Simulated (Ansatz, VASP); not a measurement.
Two plane-wave programs on Te

```
CELL_PARAMETERS angstrom
2.19502 1.26729 1.90732
-2.19502 1.26729 1.90732
0.00000 -2.53459 1.90732
ATOMIC_POSITIONS crystal
Te 0.50000 0.50000 0.50000
```

Alike in both runs: task single point; functional PBE; k mesh 15 × 15 × 15; occupations gaussian, width 0.15 eV; no spin polarisation.

```csv
,VASP,Ansatz
version,VASP 6.6.1,Ansatz 0.2.0
potentials or method,"VASP PAW PBE potentials, release 64 (Te), cutoff 520 eV","scalar-relativistic, plane waves, PAW"
valence electrons in the cell,6,16
```

|  | VASP | Ansatz | Ansatz less VASP |
| --- | --- | --- | --- |
| gap on the k mesh at the Fermi level (eV) | none | none | - |
| pressure (GPa) | 1.3 | 1.3 | +0.04 |
| traceless stress, the component that is largest in VASP (GPa) | -0.19 | -0.20 | -0.002 |

A gap of «none» marks a metal or a gap that the smearing closes. With one functional, cell and mesh, what is left measures potentials, basis and numerics. VASP's potentials hold 6 valence electrons a cell and Ansatz's 16, so a difference there can come from the potentials and not from the codes.

Neither program's run includes spin-orbit coupling.
